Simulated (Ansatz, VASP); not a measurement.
**ScAl3 in VASP and in Ansatz**

Contents of INCAR:

```
SYSTEM = ScAl3
  PREC = Accurate
  ENCUT = 520
  EDIFF = 1E-6
  ISMEAR = 0
  SIGMA = 0.15
  LREAL = .False.
  LASPH = .True.
  NELM = 100
  ALGO = Fast
  ISIF = 2
  LWAVE = .False.
  LCHARG = .False.
  GGA = PE
  NBANDS = 18
```

File KPOINTS:

```
regular mesh
0
Gamma
  12 12 12
  0 0 0
```

File POSCAR:

```
ScAl3
1.0
    4.1053305968      0.0000000000      0.0000000000
    0.0000000000      4.1053305968      0.0000000000
    0.0000000000      0.0000000000      4.1053305968
Sc Al
1 3
Direct
    0.0086120565     -0.0086120565      0.0000000000
    0.5000000000      0.0000000000      0.5000000000
    0.0000000000      0.5000000000      0.5000000000
    0.5000000000      0.5000000000      0.0000000000
```

Input for Ansatz:

```yaml
crystal:
  lattice:
    - [4.1053305968, 0.0, 0.0]
    - [0.0, 4.1053305968, 0.0]
    - [0.0, 0.0, 4.1053305968]
  atoms:
    - { symbol: Sc, position: [0.0086120565, -0.0086120565, 0.0] }
    - { symbol: Al, position: [0.5, 0.0, 0.5] }
    - { symbol: Al, position: [0.0, 0.5, 0.5] }
    - { symbol: Al, position: [0.5, 0.5, 0.0] }
basis:
  ecutwfc: 420
kpoints:
  mp_grid: { grid: [12, 12, 12] }
hamiltonian:
  xc: pbe
scf:
  occupations: { method: gaussian, width: 0.15 }
output:
  forces: true
  stress: true
  eigenvalues: true
```

Alike in both runs: task single point; functional PBE; k mesh 12 × 12 × 12; occupations gaussian, width 0.15 eV; no spin polarisation.

|  | VASP | Ansatz |
| --- | --- | --- |
| version | VASP 6.6.1 | Ansatz 0.2.0 |
| potentials or method | VASP PAW PBE potentials, release 64 (Sc_sv, Al), cutoff 520 eV | scalar-relativistic, plane waves, PAW |
| valence electrons in the cell | 20 | 20 |

Ansatz gave:

```
gap on the k mesh at the Fermi level (eV) : none
pressure (GPa)                            : 0.1
rms of the force components (eV/Å)        : 0.161
```

Question: Which values does VASP return?

Answer: gap on the k mesh at the Fermi level (eV): none; pressure (GPa): 0.0; rms of the force components (eV/Å): 0.162.

Atom by atom the forces differ by 0.001 eV/Å (rms over components). A gap of «none» marks a metal or a gap that the smearing closes.
